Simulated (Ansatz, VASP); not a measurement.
## SiMo3: VASP beside Ansatz

The input INCAR:

```
PREC     = Accurate       # precision mode
ENCUT    = 520            # plane-wave cutoff, eV
EDIFF    = 1E-6           # SCF threshold, eV
ISMEAR   = 0              # smearing method
SIGMA    = 0.15           # smearing width, eV
LREAL    = F              # projectors in reciprocal space
LASPH    = T              # aspherical terms in the spheres
NELM     = 100            # most SCF steps
ALGO     = Fast           # electronic algorithm
ISIF     = 2              # what is computed and relaxed
LWAVE    = F              # write WAVECAR
LCHARG   = F              # write CHGCAR
GGA      = PE             # functional
NBANDS   = 56             # bands
```

Contents of KPOINTS:

```
Automatic mesh
0
Gamma
  8 8 8
```

POSCAR

```
SiMo3
1.0
    4.9064535172      0.0000000000      0.0000000000
    0.0000000000      4.9064535172      0.0000000000
    0.0000000000      0.0000000000      4.9064535172
Si Mo
2 6
Direct
    0.0000000000      0.0000000000      0.0000000000
    0.5000000000      0.5000000000      0.5000000000
    0.2652859901      0.0000000000      0.5000000000
    0.5000000000      0.7347140099      0.0000000000
    0.7347140099      0.0000000000      0.5000000000
    0.5000000000      0.2652859901      0.0000000000
    0.0000000000      0.5000000000      0.7805719802
    0.0000000000      0.5000000000      0.2194280198
```

Input for Ansatz:

```yaml
crystal:
  lattice:
    - [4.9064535172, 0.0, 0.0]
    - [0.0, 4.9064535172, 0.0]
    - [0.0, 0.0, 4.9064535172]
  atoms:
    - { symbol: Si, position: [0.0, 0.0, 0.0] }
    - { symbol: Si, position: [0.5, 0.5, 0.5] }
    - { symbol: Mo, position: [0.2652859901, 0.0, 0.5] }
    - { symbol: Mo, position: [0.5, 0.7347140099, 0.0] }
    - { symbol: Mo, position: [0.7347140099, 0.0, 0.5] }
    - { symbol: Mo, position: [0.5, 0.2652859901, 0.0] }
    - { symbol: Mo, position: [0.0, 0.5, 0.7805719802] }
    - { symbol: Mo, position: [0.0, 0.5, 0.2194280198] }
basis:
  ecutwfc: 420
kpoints:
  mp_grid: { grid: [8, 8, 8] }
hamiltonian:
  xc: pbe
scf:
  occupations: { method: gaussian, width: 0.15 }
output:
  forces: true
  stress: true
  eigenvalues: true
```

Change from the starting cell: mode 17 (280.1 1/cm) frozen in, largest displacement -0.150 Å.

Alike in both runs: task single point; functional PBE; k mesh 8 × 8 × 8; occupations gaussian, width 0.15 eV; no spin polarisation.

|  | VASP | Ansatz |
| --- | --- | --- |
| version | VASP 6.6.1 | Ansatz 0.2.0 |
| potentials or method | VASP PAW PBE potentials, release 64 (Si, Mo_sv), cutoff 520 eV | scalar-relativistic, plane waves, PAW |
| valence electrons in the cell | 92 | 92 |

Ansatz gave:

* gap on the k mesh at the Fermi level (eV): none
* pressure (GPa): 6.0
* traceless stress, the component that is largest in VASP (GPa): 1.91
* rms of the force components (eV/Å): 1.850

**Question.** What did VASP give for the same quantities?

**Answer.** gap on the k mesh at the Fermi level (eV): none; pressure (GPa): 6.7; traceless stress, the component that is largest in VASP (GPa): 2.25; rms of the force components (eV/Å): 1.946.

Atom by atom the forces differ by 0.097 eV/Å (rms over components). A gap of «none» marks a metal or a gap that the smearing closes. The functional is the same, so the differences come from potentials, cutoffs and numerics.
